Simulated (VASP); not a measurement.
Input of a VASP 6.6.1 run:

The input POSCAR:

```
HfS2
1.0
    3.6665989158      0.0000000000      0.0000000000
   -1.8332994579      3.1753678066      0.0000000000
    0.0000000000      0.0000000000      5.9371417353
Hf S
1 2
Direct
    0.0000000000      0.0000000000      0.0000000000
    0.3333333333      0.6666666667      0.2398138162
    0.6666666667      0.3333333333      0.7601861838
```

INCAR.step1

```
SYSTEM = HfS2
PREC = Accurate ; ENCUT = 400
EDIFF = 1E-5 ; ISMEAR = 0
SIGMA = 0.01 ; LREAL = .FALSE.
LASPH = .TRUE. ; NELM = 120
ALGO = Normal ; ISIF = 2
LWAVE = .TRUE. ; LCHARG = .FALSE.
GGA = PE ; NBANDS = 18
GGA_COMPAT = .FALSE.
```

File INCAR.step2:

```
SYSTEM = HfS2
PREC = Accurate ; ENCUT = 400
EDIFF = 1E-6 ; ISMEAR = 0
SIGMA = 0.01 ; LREAL = .FALSE.
LASPH = .TRUE. ; NELM = 120
ALGO = Normal ; ISIF = 2
LWAVE = .FALSE. ; LCHARG = .FALSE.
GGA = PE ; LHFCALC = .TRUE.
HFSCREEN = 0.2079 ; PRECFOCK = Normal
ISTART = 1 ; NBANDS = 18
GGA_COMPAT = .FALSE.
```

File KPOINTS:

```
regular mesh
0
G
  6 6 4
  0 0 0
```

Potentials or basis: VASP PAW PBE potentials, release 64 (Hf_pv, S).

The run is started by

```sh
$ cat potpaw_PBE.64/Hf_pv/POTCAR potpaw_PBE.64/S/POTCAR > POTCAR
$ cp INCAR.step1 INCAR
$ mpirun -np 1 vasp_std > vasp.out
$ cp INCAR.step2 INCAR
$ mpirun -np 1 vasp_std > vasp.out
```

(1) Predict the largest force.

(2) Predict the pressure.

(3) What does it give for the band gap on the k mesh?

Answers

(1) 0.199 eV/Å.

(2) -1.4 GPa.

(3) 1.98 eV (least direct gap 2.81 eV).

Caveat: the cell differs from its parent crystal (strain +1.0%); the PAW data sets were made with another functional, which shifts forces and pressure a little; spin-orbit coupling is left out, which moves the levels of the heavy elements; this functional lacks dispersion, which binds layers or chains, so the pressure and a relaxed spacing across them are unreliable.
